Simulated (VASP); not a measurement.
Input of a VASP 6.6.1 run:

POSCAR

```
Cu
1.0
    2.4661060199      0.0000000000      0.0000000000
   -1.2330530100      2.1357104617      0.0000000000
    0.0000000000      0.0000000000      8.2639398547
Cu
4
Direct
    0.0000000000      0.0000000000      0.0000000000
    0.3333333333      0.6666666667      0.2500000000
    0.0000000000      0.0000000000      0.5000000000
    0.6666666667      0.3333333333      0.7500000000
```

File INCAR.step1:

```
SYSTEM = Cu
ALGO = Normal ; EDIFF = 1E-4
ENCUT = 520 ; GGA = PE
ISMEAR = 0 ; LASPH = .True.
LCHARG = .False. ; LREAL = .False.
LWAVE = .True. ; NBANDS = 30
NELM = 80 ; PREC = Accurate
SIGMA = 0.15
```

File INCAR.step2:

```
SYSTEM = Cu
ALGO = Normal ; EDIFF = 1E-7
ENCUT = 520 ; ISIF = 2
ISMEAR = 0 ; ISTART = 1
LASPH = .True. ; LCHARG = .False.
LMIXTAU = .True. ; LREAL = .False.
LWAVE = .False. ; METAGGA = R2SCAN
NBANDS = 30 ; NELM = 80
PREC = Accurate ; SIGMA = 0.15
```

The input KPOINTS:

```
k-points
0
Gamma
  24 24 6
  0 0 0
```

Potentials or basis: VASP PAW PBE potentials, release 64 (Cu).

The run is started by

```console
$ cat potpaw_PBE.64/Cu/POTCAR > POTCAR
$ cp INCAR.step1 INCAR
$ mpirun -np 1 vasp_std > vasp.out
$ cp INCAR.step2 INCAR
$ mpirun -np 1 vasp_std > vasp.out
```

(1) Predict the band gap on the k mesh.

(2) What does it give for the pressure?

Results:

(1) zero (bands 22 and 23 overlap by 5.80 eV).

(2) 10.2 GPa.

Caveat: the cell differs from its parent crystal (strain -0.025 along x and y, +0.000 along z); the cell stands under pressure; the PAW data sets were made with another functional, which shifts forces and pressure a little.
